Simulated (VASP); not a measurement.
Zn: single point with LDA

Crystal: Zn.

```
CELL_PARAMETERS angstrom
-1.27045 1.47093 1.47093
1.47093 -1.27045 1.47093
1.47093 1.47093 -1.27045
ATOMIC_POSITIONS crystal
Zn 0.00000 0.00000 0.00000
```

```yaml
Program: VASP 6.6.1
Task: single point
Functional: LDA
Potentials_or_basis: VASP PAW LDA potentials, release 64 (Zn)
Cutoff: 520 eV
k_mesh: 22 × 22 × 22
Occupations: gaussian, width 0.15 eV
Spin: no spin polarisation
```

```
Pressure               : 16.0 GPa
Band gap on the k mesh : zero (band 6 reaches 8.82 eV, above the bottom of band 7 at 2.67 eV)
```

Stress tensor (GPa, compression positive):
```
16.01 -5.02 -5.02
-5.02 16.01 -5.02
-5.02 -5.02 16.01
```

Levels at points of the mesh, in eV from the Fermi level:
```tsv
k point	band 2	band 3	band 4	band 5	band 6	band 7	band 8	band 9	band 10	band 11
(0.00, 0.00, 0.00)	-8.84	-8.84	-7.93	-7.61	-7.61	18.59	18.91	18.91	21.87	21.87
(0.50, 0.00, 0.00)	-9.07	-7.63	-7.62	-7.42	-4.11	-1.73	15.00	15.56	18.69	21.21
(0.50, 0.50, 0.00)	-8.92	-7.80	-7.73	-7.09	-2.46	1.13	8.39	13.47	17.57	22.10
(0.50, 0.50, 0.50)	-9.31	-7.84	-7.14	-7.14	4.42	4.42	5.92	9.93	9.93	10.54
```

It took 81 s on 1 thread of Intel(R) Xeon(R) 6975P-C (Granite Rapids) (shared host), peak memory 0.24 GiB.
